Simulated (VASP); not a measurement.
# NaI in VASP: further runs, part 2 of 2

VASP 6.6.1. The steps go on from the part before.

**3. Single point, PBEsol (z stretched by +0.5 %, x and y held)**

Contents of INCAR:

```
SYSTEM = NaI
ALGO = Normal
EDIFF = 1E-7
ENCUT = 520
GGA = PS
ISIF = 2
ISMEAR = 0
LASPH = .True.
LCHARG = .True.
LELF = .True.
LREAL = .False.
LVHAR = .True.
LWAVE = .False.
NBANDS = 14
NELM = 100
PREC = Accurate
SIGMA = 0.01
```

Contents of KPOINTS:

```
k-points
0
Gamma
  8 8 8
  0 0 0
```

Contents of POSCAR:

```
NaI
1.0
    0.0000000000      3.2002504140      3.2162516661
    3.2002504140      0.0000000000      3.2162516661
    3.2002504140      3.2002504140      0.0000000000
Na I
1 1
Direct
    0.0000000000      0.0000000000      0.0000000000
    0.5000000000      0.5000000000      0.5000000000
```

Potentials or basis: VASP PAW PBE potentials, release 64 (Na_pv, I).

On the command line:

```sh
$ cat potpaw_PBE.64/Na_pv/POTCAR potpaw_PBE.64/I/POTCAR > POTCAR
$ mpirun -np 1 vasp_std > vasp.out
```

OUTCAR:

```text
SYSTEM = NaI
   EDIFF = 1E-7
   ENCUT = 520
   GGA = PS
   ISIF = 2
   ISMEAR = 0
   LASPH = .True.
   LREAL = .False.
   NELM = 100
   PREC = Accurate

 ion  position               nearest neighbor table
   1  0.000  0.000  0.000-
   2  0.500  0.500  0.500-

  LATTYP: Found a body centered tetragonal cell.
 ALAT       =     4.5258375385
 C/A-ratio  =     1.4212846302

  Lattice vectors:

 A1 = (  -3.2002504140,   0.0000000000,   3.2162516661)
 A2 = (   3.2002504140,   0.0000000000,   3.2162516661)
[... 583 lines left out ...]
      7       0.5466      2.00000
      8       6.2940      0.00000
      9       7.9846      0.00000
     10       8.4305      0.00000
     11       8.9788      0.00000
     12      10.9893      0.00000
     13      12.0027      0.00000
     14      12.1086      0.00000

 [... further k-points ...]
[... 5 lines left out ...]
  --------------------------------------------------------------------------------------
  -------------------------------------------------------------------------------------
  Total        0.0085309      0.0085309     -0.0485287      0.0000000     -0.0000000     -0.0000000
  in kB        0.2074707      0.2074707     -1.1802146      0.0000000     -0.0000000     -0.0000000
  external PRESSURE =      -0.2550911 kB  Pullay stress =       0.0000000 kB

 VOLUME and BASIS-vectors are now :
 -----------------------------------------------------------------------------
  energy-cutoff  :      520.00
  volume of cell :       65.88
      direct lattice vectors                 reciprocal lattice vectors
     0.000000000  3.200250414  3.216251666    -0.156237774  0.156237774  0.155460471
     3.200250414  0.000000000  3.216251666     0.156237774 -0.156237774  0.155460471
     3.200250414  3.200250414  0.000000000     0.156237774  0.156237774 -0.155460471

 POSITION                                       TOTAL-FORCE (eV/Angst)
 -----------------------------------------------------------------------------------
      0.00000      0.00000      0.00000        -0.000000      0.000000      0.000000
      3.20025      3.20025      3.21625         0.000000     -0.000000      0.000000
 -----------------------------------------------------------------------------------
    total drift:                                0.000000      0.000000      0.000000

  FREE ENERGIE OF THE ION-ELECTRON SYSTEM (eV)
  ---------------------------------------------------
  free  energy   TOTEN  =        -5.6697880642 eV

  energy  without entropy=       -5.6697880642  energy(sigma->0) =       -5.66978806
```

OSZICAR:

```text
N       E                     dE             d eps       ncg     rms          rms(c)
DAV:   1     0.815643286639E+02    0.81564E+02   -0.66391E+03  1660   0.906E+02
DAV:   2     0.847015667389E+00   -0.80717E+02   -0.75246E+02  1736   0.220E+02
DAV:   3    -0.557553587597E+01   -0.64226E+01   -0.63844E+01  2168   0.601E+01
DAV:   4    -0.573279557931E+01   -0.15726E+00   -0.15722E+00  2084   0.967E+00
DAV:   5    -0.573658650218E+01   -0.37909E-02   -0.37909E-02  2238   0.144E+00    0.143E+00
DAV:   6    -0.567887543554E+01    0.57711E-01   -0.63614E-02  2054   0.191E+00    0.929E-01
DAV:   7    -0.566888866986E+01    0.99868E-02   -0.51873E-02  2138   0.141E+00    0.524E-01
DAV:   8    -0.566981455804E+01   -0.92589E-03   -0.33837E-03  1958   0.561E-01    0.874E-02
DAV:   9    -0.566978246220E+01    0.32096E-04   -0.12085E-04  2102   0.124E-01    0.219E-02
DAV:  10    -0.566978751530E+01   -0.50531E-05   -0.18994E-05  2070   0.485E-02    0.564E-03
DAV:  11    -0.566978797592E+01   -0.46062E-06   -0.24170E-06  2084   0.155E-02    0.201E-03
DAV:  12    -0.566978806420E+01   -0.88286E-07   -0.30323E-07  1940   0.361E-03
   1 F= -.56697881E+01 E0= -.56697881E+01  d E =-.524210E-73
```

stdout:

```text
POSCAR found type information on POSCAR NaI
 POSCAR found :  2 types and       2 ions
 scaLAPACK will be used
 -----------------------------------------------------------------------------
|                                                                             |
|                                                                             |
|     You enforced a specific xc type in the INCAR file but a different       |
|     I HOPE YOU KNOW WHAT YOU ARE DOING!                                     |
|                                                                             |
 -----------------------------------------------------------------------------

 LDA part: xc-table for (Slater+PW92), standard interpolation
 POSCAR, INCAR and KPOINTS ok, starting setup
 FFT: planning ... GRIDC
 FFT: planning ... GRID_SOFT
 FFT: planning ... GRID
 WAVECAR not read
 entering main loop
```

It took 74 s on 1 thread of Intel Xeon 8259CL, shared host; peak memory 0.23 GiB.

Results:

| Quantity | Value |
| --- | --- |
| Free energy | -5.6698 eV |
| Pressure | 0.0 GPa |
| Band gap on the k mesh | 3.58 eV |

Caveat: the cell differs from its parent crystal (z stretched by +0.5 %, x and y held); the PAW data sets were made with another functional, which shifts forces and pressure a little; spin-orbit coupling is left out, which moves the levels of the heavy elements.

**4. Single point, PBEsol (equal xy, yz and zx engineering shears of -0.5 %)**

Contents of INCAR:

```
PREC = Accurate
ENCUT = 520
EDIFF = 1E-6
ISMEAR = 0
SIGMA = 0.01
LREAL = F
LASPH = T
NELM = 80
ALGO = Normal
ISIF = 2
LWAVE = F
LCHARG = F
GGA = PS
NBANDS = 14
```

Contents of KPOINTS:

```
Automatic mesh
0
Gamma
  8 8 8
```

Contents of POSCAR:

```
NaI
1.0
   -0.0160012521      3.1922497880      3.1922497880
    3.1922497880     -0.0160012521      3.1922497880
    3.1922497880      3.1922497880     -0.0160012521
Na I
1 1
Direct
    0.0000000000      0.0000000000      0.0000000000
    0.5000000000      0.5000000000      0.5000000000
```

On the command line:

```sh
$ cat potpaw_PBE.64/Na_pv/POTCAR potpaw_PBE.64/I/POTCAR > POTCAR
$ mpirun -np 1 vasp_std > vasp.out
```

Wall time 71 s (1 thread of Intel Xeon 8259CL, shared host); peak memory 0.23 GiB.

It converged, with:

```yaml
Free_energy: -5.6697 eV
Pressure: 0.1 GPa
Band_gap_on_the_k_mesh: 3.57 eV
```

Levels at points of the mesh, in eV from the valence-band top:
```tsv
k point	band 3	band 4	band 5	band 6	band 7	band 8	band 9	band 10	band 11	band 12
(0.00, 0.00, 0.00)	-22.23	-11.17	-0.03	-0.03	0.00	3.57	7.79	7.79	7.88	9.75
(0.50, 0.00, 0.00)	-22.23	-10.82	-2.37	-0.33	-0.31	4.94	7.36	7.42	8.92	10.20
(0.50, 0.50, 0.00)	-22.23	-10.73	-2.08	-0.84	-0.81	4.44	5.34	9.91	11.36	11.39
(0.50, 0.50, 0.50)	-22.23	-10.81	-2.36	-0.35	-0.35	4.91	7.34	7.34	8.94	10.20
```

Caveat: the cell differs from its parent crystal (equal xy, yz and zx engineering shears of -0.5 %); the PAW data sets were made with another functional, which shifts forces and pressure a little; spin-orbit coupling is left out, which moves the levels of the heavy elements.

**5. Single point, PBEsol (equal xy, yz and zx engineering shears of +0.5 %)**

Contents of INCAR:

```
SYSTEM = NaI
  PREC = Accurate
  ENCUT = 520
  EDIFF = 1E-6
  ISMEAR = 0
  SIGMA = 0.01
  LREAL = .FALSE.
  LASPH = .TRUE.
  NELM = 100
  ALGO = Normal
  ISIF = 2
  LWAVE = .FALSE.
  LCHARG = .FALSE.
  GGA = PS
  NBANDS = 14
```

Contents of KPOINTS:

```
Automatic mesh
0
G
  8 8 8
  0 0 0
```

Contents of POSCAR:

```
NaI
1.0
    0.0160012521      3.2082510401      3.2082510401
    3.2082510401      0.0160012521      3.2082510401
    3.2082510401      3.2082510401      0.0160012521
Na I
1 1
Direct
    0.0000000000      0.0000000000      0.0000000000
    0.5000000000      0.5000000000      0.5000000000
```

On the command line:

```sh
$ cat potpaw_PBE.64/Na_pv/POTCAR potpaw_PBE.64/I/POTCAR > POTCAR
$ mpirun -np 1 vasp_std > vasp.out
```

Run time: 70 s. Hardware: 1 thread of Intel Xeon 8259CL, shared host; peak memory 0.24 GiB.

Results (log left out):

- Free energy: -5.6697 eV
- Pressure: 0.1 GPa
- Band gap on the k mesh: 3.58 eV

Levels at points of the mesh, in eV from the valence-band top:
```csv
k point,band 5,band 6,band 7,band 8,band 9,band 10
"(0.00, 0.00, 0.00)",-0.03,0.00,0.00,3.58,7.77,7.86
"(0.50, 0.00, 0.00)",-2.35,-0.33,-0.32,4.93,7.35,7.40
"(0.50, 0.50, 0.00)",-2.06,-0.83,-0.80,4.45,5.35,9.92
"(0.50, 0.50, 0.50)",-2.36,-0.30,-0.30,4.96,7.42,7.42
```

Caveat: the cell differs from its parent crystal (equal xy, yz and zx engineering shears of +0.5 %); the PAW data sets were made with another functional, which shifts forces and pressure a little; spin-orbit coupling is left out, which moves the levels of the heavy elements.

**6. Summary**

| cell | gap on the mesh (eV) | pressure (GPa) |
| --- | --- | --- |
| a = 4.515, b = 4.515, c = 4.526 Å, angles 59.9, 59.9, 60.2°, 2 atoms | 3.60 | 0.2 |
| a = 4.537, b = 4.537, c = 4.526 Å, angles 60.1, 60.1, 59.8°, 2 atoms | 3.58 | 0.0 |
| a = 4.515 Å, angles 60.3°, 2 atoms | 3.57 | 0.1 |
| a = 4.537 Å, angles 59.7°, 2 atoms | 3.58 | 0.1 |

Alike in all rows: task single point; level PBEsol; potentials or basis VASP PAW PBE potentials, release 64 (Na_pv, I); no spin polarisation; k mesh 8 × 8 × 8; cutoff (eV) 520; smearing gaussian 0.01 eV.

Caveats: the PAW data sets were made with another functional, which shifts forces and pressure a little; spin-orbit coupling is left out, which moves the levels of the heavy elements.

Total energies depend on the potentials used, so only differences within one code and one set of settings carry meaning.
